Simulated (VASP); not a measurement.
SnF: single point with PBE

The system is SnF.

```
Sn F
1.0
     3.10956    0.00000    0.00000
     0.00000    3.10956    0.00000
     0.00000    0.00000    4.13936
Sn F
1 1
Direct
  0.00000 0.00000 0.00000
  0.00000 0.00000 0.50000
```

The cell was generated, and may not be a known phase.

* Program: VASP 6.6.1
* Task: single point
* Functional: PBE
* Potentials or basis: VASP PAW PBE potentials, release 64 (Sn_d, F)
* Cutoff: 600 eV
* k mesh: 6 × 6 × 4
* Occupations: gaussian, width 0.1 eV
* Spin: no spin polarisation

```yaml
Pressure: 11.1 GPa
Band_gap_on_the_k_mesh: zero (an odd number of electrons rules out a gap without spin polarisation)
```

Stress tensor (GPa, compression positive):
```
 0.38  0.00  0.00
 0.00  0.38  0.00
 0.00  0.00 32.55
```

Levels at points of the mesh, in eV from the Fermi level:
```
           k point  band 7  band 8  band 9  band 10  band 11  band 12  band 13  band 14  band 15  band 16
(0.00, 0.00, 0.00)   -8.33   -8.26   -5.28    -5.28     4.40     6.84     6.84     6.90     9.03    12.67
(0.50, 0.00, 0.00)   -7.98   -6.86   -5.26    -5.17    -2.11     7.36     7.61     9.47    10.46    11.48
(0.50, 0.50, 0.00)   -7.76   -6.34   -6.34    -1.76    -0.11    -0.11     3.58    10.31    10.31    10.96
(0.00, 0.00, 0.50)  -10.84   -5.10   -5.10    -3.43     0.62     6.29     6.29     9.98    11.14    12.19
(0.50, 0.00, 0.50)   -9.26   -6.13   -5.01    -3.18    -1.64     4.01     6.38     8.71    12.87    14.06
(0.50, 0.50, 0.50)   -8.20   -5.88   -5.88    -0.96    -0.96     1.23     4.54     7.38     7.61     9.97
```

It took 13 s on 1 thread of Intel(R) Xeon(R) Platinum 8488C (Sapphire Rapids), with other jobs on the host, peak memory 0.18 GiB.

Caveat: the k points lie up to 0.38 Å⁻¹ apart, too coarse for converged energies and pressures of a metal; spin-orbit coupling is left out, which moves the levels of the heavy elements; an odd number of electrons without spin polarisation forces a metal; a magnetic or distorted state may lie lower.
